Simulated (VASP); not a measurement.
Write the native input for VASP 6.6.1 that does the following.

* Task: single point
* Functional: PBE
* Potentials or basis: VASP PAW PBE potentials, release 64 (Au)
* Cutoff: 520 eV
* k mesh: 32 × 32 × 32
* Occupations: gaussian, width 0.1 eV
* Spin: no spin polarisation
* Dipole correction: no
* Further INCAR settings: ALGO = Fast; EDIFF = 1e-06; NBANDS = 12

The structure of Au lies in POSCAR:

```
Au
1.0
    0.0000000000      2.0787687268      2.0787687268
    2.0787687268      0.0000000000      2.0787687268
    2.0787687268      2.0787687268      0.0000000000
Au
1
Direct
    0.0000000000      0.0000000000      0.0000000000
```

These files were run (other wordings do the same):

INCAR

```
SYSTEM = Au
PREC = Accurate ; ENCUT = 520
EDIFF = 1E-6 ; ISMEAR = 0
SIGMA = 0.1 ; LREAL = .False.
LASPH = .True. ; NELM = 60
ALGO = Fast ; ISIF = 2
LWAVE = .False. ; LCHARG = .True.
GGA = PE ; LELF = .True.
LVHAR = .True. ; NBANDS = 12
```

KPOINTS

```
regular mesh
0
Gamma
  32 32 32
  0 0 0
```

Potentials or basis: VASP PAW PBE potentials, release 64 (Au).

The run is started by

```console
$ cat potpaw_PBE.64/Au/POTCAR > POTCAR
$ mpirun -np 1 vasp_std > vasp.out
```

Results of the run:

The pressure is -0.2 GPa and the band gap on the k mesh is zero (an odd number of electrons rules out a gap without spin polarisation).

Caveat: spin-orbit coupling is left out, which moves the levels of the heavy elements.

Run time: 55 s on 1 thread of Intel(R) Xeon(R) 6975P-C (Granite Rapids) (shared host), peak memory 0.31 GiB.
